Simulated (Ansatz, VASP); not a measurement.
One calculation of YPb3, two programs

```
Y Pb
1.0
     4.82300    0.02412    0.02412
     0.02412    4.82300    0.02412
     0.02412    0.02412    4.82300
Y Pb
1 3
Direct
  0.00000 0.00000 0.00000
  0.00000 0.50000 0.50000
  0.50000 0.00000 0.50000
  0.50000 0.50000 0.00000
```

Change from the starting cell: equal xy, yz and zx shear strains of +1 %.

Alike in both runs: task single point; functional PBEsol; k mesh 8 × 8 × 8; occupations fermi-dirac, width 0.08 eV; no spin polarisation.

|  | VASP | Ansatz |
| --- | --- | --- |
| version | VASP 6.6.1 | Ansatz 0.2.0 |
| potentials or method | VASP PAW PBE potentials, release 64 (Y_sv, Pb_d), cutoff 520 eV | all-electron LAPW, scalar-relativistic |

|  | VASP | Ansatz | Ansatz less VASP |
| --- | --- | --- | --- |
| pressure (GPa) | -0.6 | -0.5 | +0.08 |
| traceless stress, the component that is largest in VASP (GPa) | -0.23 | -0.23 | 0.000 |

VASP's potentials were made for PBE, not for PBEsol. Ansatz ran all-electron here, and VASP with PAW potentials.

Neither program's run includes spin-orbit coupling.
